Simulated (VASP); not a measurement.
Here is a VASP 6.6.1 calculation.

File INCAR:

```
SYSTEM = CdH6
ALGO = Normal ; EDIFF = 1E-6
ENCUT = 520 ; GGA = PE
ISIF = 2 ; ISMEAR = 0
LASPH = .TRUE. ; LCHARG = .FALSE.
LREAL = .FALSE. ; LWAVE = .FALSE.
NBANDS = 18 ; NELM = 80
PREC = Accurate ; SIGMA = 0.1
```

Contents of KPOINTS:

```
k-points
0
G
  4 4 6
  0 0 0
```

Contents of POSCAR:

```
CdH6
1.0
    4.5321884600      0.0000000000      0.0000000000
    0.0000000000      4.5321884600      0.0000000000
    0.0000000000      0.0000000000      3.5596926900
Cd H
1 6
Direct
    0.0000000000      0.0000000000      0.9633807600
    0.2258818100      0.2258818100      0.4512058400
    0.7741181900      0.7741181900      0.4512058400
    0.7741181900      0.2258818100      0.4512058400
    0.2258818100      0.7741181900      0.4512058400
    0.5000000000      0.0000000000      0.0084999200
    0.0000000000      0.5000000000      0.0084999200
```

Potentials or basis: VASP PAW PBE potentials, release 64 (Cd, H).

Launch:

```console
$ cat potpaw_PBE.64/Cd/POTCAR potpaw_PBE.64/H/POTCAR > POTCAR
$ mpirun -np 1 vasp_std > vasp.out
```

Problem. Predict the largest force.

Solution. 0.269 eV/Å.

Problem. Estimate the band gap on the k mesh.

Solution. Zero (band 9 reaches -0.83 eV, above the bottom of band 10 at -2.44 eV).

Forces in eV/Å, atoms in the order of the input:
```
Cd   0.000  0.000 -0.052
H   -0.190 -0.190 -0.013
H    0.190  0.190 -0.013
H    0.190 -0.190 -0.013
H   -0.190  0.190 -0.013
H    0.000  0.000  0.052
H    0.000  0.000  0.052
```
